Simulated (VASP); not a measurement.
## Tl: relaxation of cell and atoms with PBE

Tl:

```
Tl
1.0
    -1.98934    1.98934    1.98934
     1.98934   -1.98934    1.98934
     1.98934    1.98934   -1.98934
Tl
1
Direct
  0.00000 0.00000 0.00000
```

```
Program                : VASP 6.6.1
Task                   : relaxation of cell and atoms
Functional             : PBE
Potentials or basis    : VASP PAW PBE potentials, release 64 (Tl_d)
Cutoff                 : 600 eV
k mesh                 : 15 × 15 × 15
Occupations            : fermi-dirac, width 0.05 eV
Spin                   : no spin polarisation
Dipole correction      : no
Further INCAR settings : ALGO = Normal; EDIFF = 1e-06; IBRION = 2; EDIFFG = -0.005; NSW = 45; ISIF = 3
```

```yaml
Relaxed_volume: 31.42 Å³/atom
Relaxed_cell: a = 3.443 Å, b = 3.443 Å, c = 3.443 Å, α = 109.47°, β = 109.47°, γ = 109.47°
Space_group_after_relaxing_to_0.05_Å: Im-3m (No. 229)
Energy_gained_by_relaxing: 0.0 meV/atom
Ionic_steps: 4
Pressure_after_relaxing: 0.0 GPa
```

Final structure:
```
Tl
1.0
    -1.98775    1.98775    1.98775
     1.98775   -1.98775    1.98775
     1.98775    1.98775   -1.98775
Tl
1
Direct
  0.00000 0.00000 0.00000
```

Levels at points of the mesh, in eV from the Fermi level:
```tsv
k point	band 3	band 4	band 5	band 6	band 7	band 8	band 9	band 10
(0.00, 0.00, 0.00)	-11.62	-11.28	-11.28	-9.50	9.81	9.81	9.81	12.05
```

Wall time 30 s on 1 thread of Intel(R) Xeon(R) 6975P-C (Granite Rapids) (shared host), peak memory 0.19 GiB.

Caveat: spin-orbit coupling is left out, which moves the levels of the heavy elements.
